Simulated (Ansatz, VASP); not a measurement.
**SiO2: VASP beside Ansatz**

The input INCAR:

```
PREC = Accurate ; ENCUT = 600
EDIFF = 1E-7 ; ISMEAR = 0
SIGMA = 0.02 ; LREAL = False
LASPH = True ; NELM = 60
ALGO = Normal ; ISIF = 3
LWAVE = False ; LCHARG = False
GGA = PE ; IBRION = 2
NSW = 80 ; EDIFFG = -0.01
```

Contents of KPOINTS:

```
regular mesh
0
Gamma
  3 3 1
```

Contents of POSCAR:

```
SiO2
1.0
    5.0605222284      0.0000000000      0.0000000000
   -2.5302611142      4.3825408062      0.0000000000
    0.0000000000      0.0000000000      5.5413533100
Si O
3 6
Direct
    0.0000000000      0.5000000000      0.3333333333
    0.5000000000      0.5000000000      0.6666666667
    0.5000000000      0.0000000000      0.0000000000
    0.5827892600      0.7913946300      0.8333333333
    0.7913946300      0.5827892600      0.5000000000
    0.7913946300      0.2086053700      0.1666666667
    0.4172107400      0.2086053700      0.8333333333
    0.2086053700      0.4172107400      0.5000000000
    0.2086053700      0.7913946300      0.1666666667
```

Input for Ansatz:

```yaml
crystal:
  lattice:
    - [5.0605222284, 0.0, 0.0]
    - [-2.5302611142, 4.3825408062, 0.0]
    - [0.0, 0.0, 5.54135331]
  atoms:
    - { symbol: Si, position: [0.0, 0.5, 0.3333333333] }
    - { symbol: Si, position: [0.5, 0.5, 0.6666666667] }
    - { symbol: Si, position: [0.5, 0.0, 0.0] }
    - { symbol: O, position: [0.58278926, 0.79139463, 0.8333333333] }
    - { symbol: O, position: [0.79139463, 0.58278926, 0.5] }
    - { symbol: O, position: [0.79139463, 0.20860537, 0.1666666667] }
    - { symbol: O, position: [0.41721074, 0.20860537, 0.8333333333] }
    - { symbol: O, position: [0.20860537, 0.41721074, 0.5] }
    - { symbol: O, position: [0.20860537, 0.79139463, 0.1666666667] }
basis:
  ecutwfc: 420
kpoints:
  mp_grid: { grid: [3, 3, 1] }
hamiltonian:
  xc: pbe
scf:
  occupations: { method: gaussian, width: 0.02 }
output:
  forces: true
  stress: true
  eigenvalues: true
relax:
  adjacent_minimum: "off"
  f_tol: 0.01
  max_steps: 60
  cell: { stress_tol: 0.05 }
```

Alike in both runs: task relaxation of cell and atoms; functional PBE; k mesh 3 × 3 × 1; occupations gaussian, width 0.02 eV; no spin polarisation.

|  | VASP | Ansatz |
| --- | --- | --- |
| version | VASP 6.6.1 | Ansatz 0.2.0 |
| potentials or method | VASP PAW PBE potentials, release 64 (Si, O), cutoff 600 eV | scalar-relativistic, plane waves, PAW |
| valence electrons in the cell | 48 | 48 |

VASP gave:

| Quantity | Value |
| --- | --- |
| gap on the k mesh at the Fermi level, each at its own relaxed structure (eV) | 5.62 |
| relaxed volume (Å³/atom) | 13.97 |
| relaxed cell length with the largest relative difference (Å) | 5.107 |

Problem. Estimate Ansatz's values.

Solution. gap on the k mesh at the Fermi level, each at its own relaxed structure (eV): 5.62; relaxed volume (Å³/atom): 13.98; relaxed cell length with the largest relative difference (Å): 5.110.

The k mesh is coarse, so the values compare programs but aren't converged.
